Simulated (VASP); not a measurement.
A run of VASP 6.6.1:

Contents of INCAR:

```
PREC = Accurate ; ENCUT = 520
EDIFF = 1E-7 ; ISMEAR = -1
SIGMA = 0.05 ; LREAL = F
LASPH = T ; NELM = 60
ALGO = Normal ; ISIF = 2
LWAVE = F ; LCHARG = F
GGA = PS ; NBANDS = 11
```

The input KPOINTS:

```
Automatic mesh
0
Gamma
  19 19 19
```

The input POSCAR:

```
Pd
1.0
    0.0000000000      1.9053467386      1.9053467386
    1.9053467386      0.0000000000      1.9053467386
    1.9053467386      1.9053467386      0.0000000000
Pd
1
Direct
    0.0000000000      0.0000000000      0.0000000000
```

Potentials or basis: VASP PAW PBE potentials, release 64 (Pd).

Command:

```console
$ cat potpaw_PBE.64/Pd/POTCAR > POTCAR
$ mpirun -np 1 vasp_std > vasp.out
```

Hardware: 1 thread of Intel(R) Xeon(R) Platinum 8488C (Sapphire Rapids), on a shared host.

Q: How long does it take, and how much memory?

A: Run time: 16 s on 1 thread of Intel(R) Xeon(R) Platinum 8488C (Sapphire Rapids) (shared host), peak memory 0.15 GiB. Counts: scf iterations 12, k points 220.
